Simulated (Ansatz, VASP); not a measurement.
**CsBe3Ag: VASP beside Ansatz**

```
CELL_PARAMETERS angstrom
4.71917 0.00000 0.00000
0.00000 4.71917 0.00000
0.00000 0.00000 4.71917
ATOMIC_POSITIONS crystal
Cs 0.50000 0.50000 0.50000
Be 0.50000 0.00000 0.00000
Be 0.00000 0.00000 0.50000
Be 0.00000 0.50000 0.00000
Ag 0.00000 0.00000 0.00000
```

Change from the starting cell: species swapped into the CsInCl3 type (Fm-3m, No. 225).

Alike in both runs: task relaxation of cell and atoms; functional PBE; k mesh 8 × 8 × 8; occupations gaussian, width 0.1 eV; no spin polarisation.

|  | VASP | Ansatz |
| --- | --- | --- |
| version | VASP 6.6.1 | Ansatz 0.2.0 |
| potentials or method | VASP PAW PBE potentials, release 64 (Cs_sv, Be, Ag), cutoff 600 eV | scalar-relativistic, plane waves, PAW |
| valence electrons in the cell | 26 | 34 |

```tsv
	VASP	Ansatz	Ansatz less VASP
gap on the k mesh at the Fermi level, each at its own relaxed structure (eV)	none	none	-
relaxed volume (Å³/atom)	21.05	21.02	-0.031
relaxed cell length with the largest relative difference (Å)	4.722	4.719	-0.0024
```

A gap of «none» marks a metal or a gap that the smearing closes. VASP's potentials hold 26 valence electrons a cell and Ansatz's 34, so a difference there can come from the potentials and not from the codes.

Spin-orbit coupling is off throughout.
